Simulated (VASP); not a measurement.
Wanted: the native input for a VASP 6.6.1 run.

```
Task                   : relaxation of cell and atoms
Functional             : PBE
Potentials or basis    : VASP PAW PBE potentials, release 64 (Hf_pv, H, F)
Cutoff                 : 600 eV
k mesh                 : 3 × 3 × 3
Occupations            : gaussian, width 0.15 eV
Spin                   : no spin polarisation
Dipole correction      : no
Further INCAR settings : ALGO = Normal; EDIFF = 1e-07; IBRION = 2; EDIFFG = -0.08; NSW = 36; ISIF = 3
```

The structure of HfH3F lies in POSCAR:

```
HfH3F
1.0
    3.7300000000      0.0000000000      0.0000000000
    0.0000000000      3.7300000000      0.0000000000
    0.0000000000      0.0000000000      3.7300000000
Hf H F
1 3 1
Direct
    0.0000000000      0.0000000000      0.0000000000
    0.5000000000      0.0000000000      0.0000000000
    0.0000000000      0.5000000000      0.0000000000
    0.0000000000      0.0000000000      0.5000000000
    0.5000000000      0.5000000000      0.5000000000
```

The input as run:

INCAR

```
SYSTEM = HfH3F
ALGO = Normal
EDIFF = 1E-7
EDIFFG = -0.08
ENCUT = 600
GGA = PE
GGA_COMPAT = .FALSE.
IBRION = 2
ISIF = 3
ISMEAR = 0
LASPH = .TRUE.
LCHARG = .FALSE.
LREAL = .FALSE.
LWAVE = .FALSE.
NELM = 120
NELMIN = 4
NSW = 36
PREC = Accurate
SIGMA = 0.15
```

KPOINTS

```
k-points
0
G
  3 3 3
  0 0 0
```

Potentials or basis: VASP PAW PBE potentials, release 64 (Hf_pv, H, F).

Launch:

```console
$ cat potpaw_PBE.64/Hf_pv/POTCAR potpaw_PBE.64/H/POTCAR potpaw_PBE.64/F/POTCAR > POTCAR
$ mpirun -np 1 vasp_std > vasp.out
```

Results of the run:

```yaml
Pressure_after_relaxing: -0.1 GPa
Band_gap_on_the_k_mesh: 2.91 eV
```

Caveat: the k points lie up to 0.56 Å⁻¹ apart in the final cell; the relaxation stopped at its first step, so nothing moved; spin-orbit coupling is left out, which moves the levels of the heavy elements; an odd mesh through Γ misses points on the zone boundary, where band edges can lie.

Run time: 5 s on 1 thread of AMD EPYC 9R45 (Zen 5) (shared host), peak memory 0.13 GiB.
